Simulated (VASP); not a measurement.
Wanted: the native input for a VASP 6.6.1 run.

| Item | Value |
| --- | --- |
| Task | single point |
| Functional | r2SCAN |
| Potentials or basis | VASP PAW PBE potentials, release 64 (Fe) |
| Cutoff | 520 eV |
| k mesh | 15 × 15 × 15 |
| Occupations | methfessel-paxton, width 0.1 eV |
| Spin | collinear spin, ferromagnetic start |
| Starting moments | [2.804] μB |
| Dipole correction | no |
| Further INCAR settings | ALGO = Normal; EDIFF = 1e-06; NBANDS = 14 |

Fe:

```
Fe
1.0
    -1.43455    1.43455    1.43455
     1.43455   -1.43455    1.43455
     1.43455    1.43455   -1.43455
Fe
1
Cartesian
  0.0000 0.0000 0.0000
```

These files were run (other wordings do the same):

POSCAR

```
Fe
1.0
   -1.4345540696      1.4345540696      1.4345540696
    1.4345540696     -1.4345540696      1.4345540696
    1.4345540696      1.4345540696     -1.4345540696
Fe
1
Direct
    0.0000000000      0.0000000000      0.0000000000
```

INCAR.step1

```
ALGO = Normal
EDIFF = 1E-4
ENCUT = 520
GGA = PE
ISMEAR = 1
ISPIN = 2
LASPH = True
LCHARG = False
LMAXMIX = 4
LREAL = False
LWAVE = True
MAGMOM = 2.804
NBANDS = 14
NELM = 150
PREC = Accurate
SIGMA = 0.1
```

INCAR.step2

```
ALGO = Normal
EDIFF = 1E-6
ENCUT = 520
ISIF = 2
ISMEAR = 1
ISPIN = 2
ISTART = 1
LASPH = True
LCHARG = True
LELF = True
LMAXMIX = 4
LMIXTAU = True
LORBIT = 11
LREAL = False
LVHAR = True
LWAVE = False
MAGMOM = 2.804
METAGGA = R2SCAN
NBANDS = 14
NELM = 150
PREC = Accurate
SIGMA = 0.1
```

KPOINTS

```
k-points
0
Gamma
  15 15 15
```

Potentials or basis: VASP PAW PBE potentials, release 64 (Fe).

Launch:

```bash
$ cat potpaw_PBE.64/Fe/POTCAR > POTCAR
$ cp INCAR.step1 INCAR
$ mpirun -np 1 vasp_std > vasp.out
$ cp INCAR.step2 INCAR
$ mpirun -np 1 vasp_std > vasp.out
```

Results of the run:

- Pressure: -0.3 GPa
- Net moment: 2.67 μB per cell
- Site moments: Fe +2.74 μB
- Valence electrons inside the program's atomic spheres: Fe 7.19

Caveat: the PAW data sets were made with another functional, which shifts forces and pressure a little.

Run time: 58 s on 1 thread of Intel(R) Xeon(R) 6975P-C (Granite Rapids), on a shared host, peak memory 0.15 GiB.
